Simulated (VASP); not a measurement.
Write the native input for VASP 6.6.1 that does the following.

```yaml
Task: single point
Functional: PBE
Potentials_or_basis: VASP PAW PBE potentials, release 64 (B, N)
Cutoff: 520 eV
k_mesh: 12 × 12 × 6
Occupations: gaussian, width 0.05 eV
Spin: no spin polarisation
Dipole_correction: no
Further_INCAR_settings: ALGO = Normal; EDIFF = 1e-06; NBANDS = 16
```

The structure of BN lies in POSCAR:

```
BN
1.0
    2.8890164774      0.0000000000      0.0000000000
   -1.4445082387      2.5019616614      0.0000000000
    0.0000000000      0.0000000000      4.2268550000
B N
2 2
Direct
    0.6666666667      0.3333333333      0.9997240000
    0.3333333333      0.6666666667      0.4997240000
    0.6666666667      0.3333333333      0.6252760000
    0.3333333333      0.6666666667      0.1252760000
```

This cell differs from its parent crystal: strain +0.1312 x Voigt [1, 1, 0, 0, 0, 0].

One way to write it, as run:

INCAR

```
SYSTEM = BN
  PREC = Accurate
  ENCUT = 520
  EDIFF = 1E-6
  ISMEAR = 0
  SIGMA = 0.05
  LREAL = .FALSE.
  LASPH = .TRUE.
  NELM = 100
  ALGO = Normal
  ISIF = 2
  LWAVE = .FALSE.
  LCHARG = .FALSE.
  GGA = PE
  NBANDS = 16
```

KPOINTS

```
Automatic mesh
0
G
  12 12 6
  0 0 0
```

Potentials or basis: VASP PAW PBE potentials, release 64 (B, N).

Run with:

```sh
$ cat potpaw_PBE.64/B/POTCAR potpaw_PBE.64/N/POTCAR > POTCAR
$ mpirun -np 1 vasp_std > vasp.out
```

Results of the run:

| Item | Value |
| --- | --- |
| Pressure | -52.6 GPa |
| Largest force | 0.439 eV/Å |
| Band gap on the k mesh | 4.60 eV, indirect (least direct gap 4.71 eV) |

Caveat: the cell differs from its parent crystal (strain +0.1312 x Voigt [1, 1, 0, 0, 0, 0]).

It took 17 s on 1 thread of Intel(R) Xeon(R) 6975P-C (Granite Rapids) (shared host), peak memory 0.16 GiB.
